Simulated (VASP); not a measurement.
Wanted: the native input for a VASP 6.6.1 run.

```yaml
Task: single point
Functional: r2SCAN
Potentials_or_basis: VASP PAW PBE potentials, release 64 (Pt)
Cutoff: 550 eV
k_mesh: 10 × 10 × 10
Occupations: fermi-dirac, width 0.1 eV
Spin: no spin polarisation
Dipole_correction: no
Further_INCAR_settings: ALGO = Normal; EDIFF = 1e-06; NBANDS = 11
```

Crystal: Pt.

```
Pt
1.0
     0.00000    1.97153    1.97153
     1.97153    0.00000    1.97153
     1.97153    1.97153    0.00000
Pt
1
Direct
  0.00000 0.00000 0.00000
```

These files were run (other wordings do the same):

POSCAR

```
Pt
1.0
    0.0000000000      1.9715308581      1.9715308581
    1.9715308581      0.0000000000      1.9715308581
    1.9715308581      1.9715308581      0.0000000000
Pt
1
Direct
    0.0000000000      0.0000000000      0.0000000000
```

INCAR.step1

```
PREC = Accurate
ENCUT = 550
ISMEAR = -1
SIGMA = 0.1
LREAL = F
LASPH = T
NELM = 120
NBANDS = 11
GGA = PE
ALGO = Normal
EDIFF = 1E-5
LWAVE = T
LCHARG = F
GGA_COMPAT = F
```

INCAR.step2

```
PREC = Accurate
ENCUT = 550
EDIFF = 1E-6
ISMEAR = -1
SIGMA = 0.1
LREAL = F
LASPH = T
NELM = 120
ALGO = Normal
ISIF = 2
LWAVE = F
LCHARG = T
METAGGA = R2SCAN
LMIXTAU = T
LELF = T
LVHAR = T
NBANDS = 11
ISTART = 1
GGA_COMPAT = F
```

KPOINTS

```
Automatic mesh
0
Gamma
  10 10 10
```

Potentials or basis: VASP PAW PBE potentials, release 64 (Pt).

Command:

```sh
$ cat potpaw_PBE.64/Pt/POTCAR > POTCAR
$ cp INCAR.step1 INCAR
$ mpirun -np 1 vasp_std > vasp.out
$ cp INCAR.step2 INCAR
$ mpirun -np 1 vasp_std > vasp.out
```

Results of the run:

| Quantity | Value |
| --- | --- |
| Pressure | 0.7 GPa |
| Band gap on the k mesh | zero (bands 5 and 6 overlap by 2.29 eV) |

Caveat: the PAW data sets were made with another functional, which shifts forces and pressure a little; spin-orbit coupling is left out, which moves the levels of the heavy elements.

It took 13 s on 1 thread of Intel(R) Xeon(R) 6975P-C (Granite Rapids), with other jobs on the host, peak memory 0.15 GiB.
